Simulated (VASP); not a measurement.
# C (Fd-3m) in VASP: single point with LDA

Aim: the single point of C with LDA.

Everything below comes from runs of VASP 6.6.1. Logs are shortened: lines on timing, memory, paths and dates and some standing lists are left out, and cuts for length are marked.

### 1 The cell of the first run

The structure is cubic, space group Fd-3m (No. 227). The conventional cell has a = 3.531 Å, b = 3.531 Å, c = 3.531 Å, α = 90.00°, β = 90.00°, γ = 90.00°. C (site symmetry -43m) has 4 C at 1.53 Å within 2.0 Å.

### 2 Single point, LDA

INCAR reads:

```
PREC = Accurate ; ENCUT = 520
EDIFF = 1E-7 ; ISMEAR = -1
SIGMA = 0.13605693000000002 ; LREAL = False
LASPH = True ; NELM = 100
ALGO = Normal ; ISIF = 2
LWAVE = False ; LCHARG = False
NBANDS = 11
```

KPOINTS reads:

```
Automatic mesh
0
Gamma
  13 13 13
```

POSCAR reads:

```
C
1.0
    0.0000000000      1.7657089069      1.7657089069
    1.7657089069      0.0000000000      1.7657089069
    1.7657089069      1.7657089069      0.0000000000
C
2
Direct
    0.0000000000      0.0000000000      0.0000000000
    0.2500000000      0.2500000000      0.2500000000
```

Potentials or basis: VASP PAW LDA potentials, release 64 (C).

Launch:

```sh
> cat potpaw_LDA.64/C/POTCAR > POTCAR
> mpirun -np 1 vasp_std > vasp.out
```

OUTCAR:

```text
PREC = Accurate
   ENCUT = 520
   EDIFF = 1E-7
   ISMEAR = -1
   LREAL = False
   LASPH = True
   NELM = 100
   ISIF = 2

 ion  position               nearest neighbor table
   1  0.000  0.000  0.000-   2 1.53   2 1.53   2 1.53   2 1.53
   2  0.250  0.250  0.250-   1 1.53   1 1.53   1 1.53   1 1.53

  LATTYP: Found a face centered cubic cell.
 ALAT       =     3.5314178138

  Lattice vectors:

 A1 = (   0.0000000000,   1.7657089069,   1.7657089069)
 A2 = (   1.7657089069,   0.0000000000,   1.7657089069)
 A3 = (   1.7657089069,   1.7657089069,   0.0000000000)

Analysis of symmetry for initial positions (statically):
=====================================================================
 Subroutine PRICEL returns:
 Original cell was already a primitive cell.

 Routine SETGRP: Setting up the symmetry group for a
 face centered cubic supercell.

 Subroutine GETGRP returns: Found 48 space group operations
 (whereof 24 operations were pure point group operations)
 out of a pool of 48 trial point group operations.

The static configuration has the point symmetry T_d .
 The point group associated with its full space group is O_h .

Analysis of symmetry for dynamics (positions and initial velocities):
=====================================================================
 Subroutine PRICEL returns:
 Original cell was already a primitive cell.

 Routine SETGRP: Setting up the symmetry group for a
 face centered cubic supercell.

 Subroutine GETGRP returns: Found 48 space group operations
 (whereof 24 operations were pure point group operations)
 out of a pool of 48 trial point group operations.

The dynamic configuration has the point symmetry T_d .
 The point group associated with its full space group is O_h .

 Subroutine INISYM returns: Found 48 space group operations
 (whereof 24 operations are pure point group operations),
 and found     1 'primitive' translations

----------------------------------------------------------------------------------------

                                     Primitive cell

  volume of cell :      11.0100

  direct lattice vectors                    reciprocal lattice vectors
     0.000000000  1.765708907  1.765708907    -0.283172384  0.283172384  0.283172384
     1.765708907  0.000000000  1.765708907     0.283172384 -0.283172384  0.283172384
     1.765708907  1.765708907  0.000000000     0.283172384  0.283172384 -0.283172384

  length of vectors
     2.497089483  2.497089483  2.497089483     0.490468956  0.490468956  0.490468956

  position of ions in fractional coordinates (direct lattice)
     0.000000000  0.000000000  0.000000000
     0.250000000  0.250000000  0.250000000

  ion indices of the primitive-cell ions
   primitive index   ion index
                 1           1
                 2           2

----------------------------------------------------------------------------------------

 KPOINTS: Automatic mesh

Automatic generation of k-mesh.
 Grid dimensions read from file:
 generate k-points for:   13   13   13

 Generating k-lattice:

  Cartesian coordinates                     Fractional coordinates (reciprocal lattice)
    -0.021782491  0.021782491  0.021782491     0.076923077  0.000000000  0.000000000
     0.021782491 -0.021782491  0.021782491     0.000000000  0.076923077  0.000000000
     0.021782491  0.021782491 -0.021782491     0.000000000  0.000000000  0.076923077

  Length of vectors
     0.037728381  0.037728381  0.037728381

  Shift w.r.t. Gamma in fractional coordinates (k-lattice)
     0.000000000  0.000000000  0.000000000

 Subroutine IBZKPT returns following result:
 ===========================================

 Found     84 irreducible k-points:

 Following reciprocal coordinates:
            Coordinates               Weight
  0.000000  0.000000  0.000000      1.000000
  0.076923  0.000000  0.000000      8.000000
  0.153846  0.000000  0.000000      8.000000
  0.230769  0.000000  0.000000      8.000000
  0.307692  0.000000  0.000000      8.000000
  0.384615  0.000000  0.000000      8.000000
[... 16 lines left out ...]
  0.384615  0.153846  0.000000     24.000000
  0.461538  0.153846  0.000000     24.000000
 [... further k-points ...]
   k-points           NKPTS =     84   k-points in BZ     NKDIM =     84   number of bands    NBANDS=     11
   number of dos      NEDOS =    301   number of ions     NIONS =      2
   total plane-waves  NPLWV =   8000
   dimension x,y,z NGX =    20 NGY =   20 NGZ =   20
   dimension x,y,z NGXF=    40 NGYF=   40 NGZF=   40
   ions per type =               2
   NGX,Y,Z   is equivalent  to a cutoff of  13.32, 13.32, 13.32 a.u.
   NGXF,Y,Z  is equivalent  to a cutoff of  26.63, 26.63, 26.63 a.u.
 SYSTEM =  unknown system
   PREC   = accura    normal or accurate (medium, high low for compatibility)
   ISTART =      0    job   : 0-new  1-cont  2-samecut
   ICHARG =      2    charge: 1-file 2-atom 10-const
   ISPIN  =      1    spin polarized calculation?
   LNONCOLLINEAR =      F non collinear calculations
   LSORBIT =      F    spin-orbit coupling
   LASPH  =      T    aspherical Exc in radial PAW
   ENCUT  =  520.0 eV  38.22 Ry    6.18 a.u.   4.64  4.64  4.64*2*pi/ulx,y,z
   NELM   =    100;   NELMIN=  2; NELMDL= -5     # of ELM steps
   EDIFF  = 0.1E-06   stopping-criterion for ELM
   LREAL  =      F    real-space projection
   EDIFFG = 0.1E-05   stopping-criterion for IOM
   NSW    =      0    number of steps for IOM
   IBRION =     -1    ionic relax: 0-MD 1-quasi-New 2-CG
   NFREE  =      0    steps in history (QN), initial steepest desc. (CG)
   ISIF   =      2    stress and relaxation
   ISYM   =      2    0-nonsym 1-usesym 2-fastsym
   POTIM  = 0.5000    time-step for ionic-motion
   TEBEG  =    0.0;   TEEND  =   0.0 temperature during run
   PSTRESS=    0.0 pullay stress
   NELECT =       8.0000    total number of electrons
   NUPDOWN=      -1.0000    fix difference up-down
   EMIN   =  10.00;   EMAX   =-10.00  energy-range for DOS
   EFERMI =   0.00;   METHOD = LEGACY
   ISMEAR =    -1;   SIGMA  =   0.14  broadening in eV -4-tet -1-fermi 0-gaus
   EFERMI_NEDOS =   21; number of points for ismear=-14 and -15
   IALGO  =     38    algorithm
   IMIX   =      4    mixing-type and parameters
     AMIX     =   0.40;   BMIX     =  1.00
     AMIX_MAG =   1.60;   BMIX_MAG =  1.00
  volume/ion in A,a.u.               =       5.50        37.15
  Fermi-wavevector in a.u.,A,eV,Ry     =   1.471778  2.781258 29.472005  2.166131
  Thomas-Fermi vector in A             =   2.586873
   LORBIT       =      0    0 simple, 1 ext, 2 COOP (PROOUT), +10 PAW based schemes
   GGA     = CA    functional components
   LHFCALC =     F    Hartree Fock is set to
   AEXX    =    0.0000 exact exchange contribution
   IVDW    =     0    specifies the selected vdW correction
   LEPSILON=     F    determine dielectric tensor
   LRPA    =     F    only Hartree local field effects (RPA)
 non-spin polarized calculation
  energy-cutoff  :      520.00
  volume of cell :       11.01
 maximum number of plane-waves:       307
   NGX =  9   NGY =  9   NGZ =  9

 number of electron       7.9999998 magnetization

 Free energy of the ion-electron system (eV)
  ---------------------------------------------------
  ext. energy  EPLUGINS =         0.00000000
  ---------------------------------------------------
  free energy    TOTEN  =       -20.24519599 eV

  energy without entropy =      -20.24519598  energy(sigma->0) =      -20.24519598

 E-fermi :  12.2120     XC(G=0): -13.6446

 val. band max:       10.1655433614   @ k =   0.0000   0.0000   0.0000
 cond. band min:      14.3447772485   @ k =   0.3846   0.3846   0.0000
 fundamental gap:      4.1792338871
 Fermi energy:        12.2120126693

 k-point     1 :       0.0000    0.0000    0.0000
  band No.  band energies     occupation
      1     -11.5551      2.00000
      2      10.1655      2.00000
      3      10.1655      2.00000
      4      10.1655      2.00000
      5      15.7922      0.00000
      6      15.7922      0.00000
      7      15.7922      0.00000
      8      24.4105      0.00000
      9      29.5652      0.00000
     10      37.1316      0.00000
     11      37.1316      0.00000

 k-point     2 :       0.0769    0.0000    0.0000
  band No.  band energies     occupation
      1     -11.3879      2.00000
      2       9.0866      2.00000
      3       9.8781      2.00000
      4       9.8781      2.00000
      5      16.1681      0.00000
      6      16.1681      0.00000
      7      16.4543      0.00000
      8      24.5031      0.00000
      9      29.8346      0.00000
     10      34.9729      0.00000
     11      34.9729      0.00000

 k-point     3 :       0.1538    0.0000    0.0000
  band No.  band energies     occupation
      1     -10.8882      2.00000
      2       6.7912      2.00000
      3       9.2322      2.00000
      4       9.2322      2.00000
      5      17.0145      0.00000
      6      17.0145      0.00000
      7      17.5701      0.00000
      8      24.7663      0.00000
      9      30.4318      0.00000
     10      33.3374      0.00000
     11      33.3374      0.00000

 k-point     4 :       0.2308    0.0000    0.0000
  band No.  band energies     occupation
      1     -10.0613      2.00000
      2       4.1569      2.00000
      3       8.5352      2.00000
      4       8.5352      2.00000
      5      17.8621      0.00000
      6      17.8621      0.00000
      7      18.4622      0.00000
      8      25.1421      0.00000
      9      30.9012      0.00000
     10      32.7127      0.00000
     11      32.7127      0.00000
[... 239 lines left out ...]
 k-point    22 :       0.3077    0.1538    0.0000
  band No.  band energies     occupation
      1      -9.1319      2.00000
      2       3.5130      2.00000
      3       6.4959      2.00000
      4       7.1857      2.00000
      5      16.1964      0.00000
      6      20.7520      0.00000
      7      20.7773      0.00000
      8      22.4530      0.00000
      9      31.1920      0.00000
     10      31.7855      0.00000
     11      37.0654      0.00000

 k-point    23 :       0.3846    0.1538    0.0000
  band No.  band energies     occupation
      1      -7.8988      2.00000
      2       1.0557      2.00000
      3       6.1953      2.00000
      4       6.3976      2.00000
      5      16.8835      0.00000
      6      21.0094      0.00000
      7      21.2426      0.00000
      8      22.9685      0.00000
      9      31.4515      0.00000
     10      32.4626      0.00000
     11      37.4301      0.00000

 k-point    24 :       0.4615    0.1538    0.0000
  band No.  band energies     occupation
      1      -6.4130      2.00000
      2      -1.2461      2.00000
      3       5.6816      2.00000
      4       6.1582      2.00000
      5      17.3062      0.00000
      6      20.8673      0.00000
      7      21.4860      0.00000
      8      24.2112      0.00000
      9      30.8159      0.00000
     10      33.7785      0.00000
     11      37.5034      0.00000

 [... further k-points ...]
[... 5 lines left out ...]
  --------------------------------------------------------------------------------------
  -------------------------------------------------------------------------------------
  Total        0.1200878      0.1200878      0.1200878      0.0000000      0.0000000     -0.0000000
  in kB       17.4751929     17.4751929     17.4751929      0.0000000      0.0000000     -0.0000000
  external PRESSURE =      17.4751929 kB  Pullay stress =       0.0000000 kB

 VOLUME and BASIS-vectors are now :
 -----------------------------------------------------------------------------
  energy-cutoff  :      520.00
  volume of cell :       11.01
      direct lattice vectors                 reciprocal lattice vectors
     0.000000000  1.765708907  1.765708907    -0.283172384  0.283172384  0.283172384
     1.765708907  0.000000000  1.765708907     0.283172384 -0.283172384  0.283172384
     1.765708907  1.765708907  0.000000000     0.283172384  0.283172384 -0.283172384

 POSITION                                       TOTAL-FORCE (eV/Angst)
 -----------------------------------------------------------------------------------
      0.00000      0.00000      0.00000         0.000000      0.000000      0.000000
      0.88285      0.88285      0.88285        -0.000000     -0.000000     -0.000000
 -----------------------------------------------------------------------------------
    total drift:                                0.000000      0.000000      0.000000

  FREE ENERGIE OF THE ION-ELECTRON SYSTEM (eV)
  ---------------------------------------------------
  free  energy   TOTEN  =       -20.2451959862 eV

  energy  without entropy=      -20.2451959777  energy(sigma->0) =      -20.24519598
```

Run time: 9 s. Hardware: 1 thread of Intel Xeon 8259CL, shared host; peak memory 0.12 GiB.

Results:

```yaml
Free_energy: -20.2452 eV
Pressure: 1.7 GPa
Band_gap_on_the_k_mesh: 4.18 eV, indirect (least direct gap 5.63 eV)
```
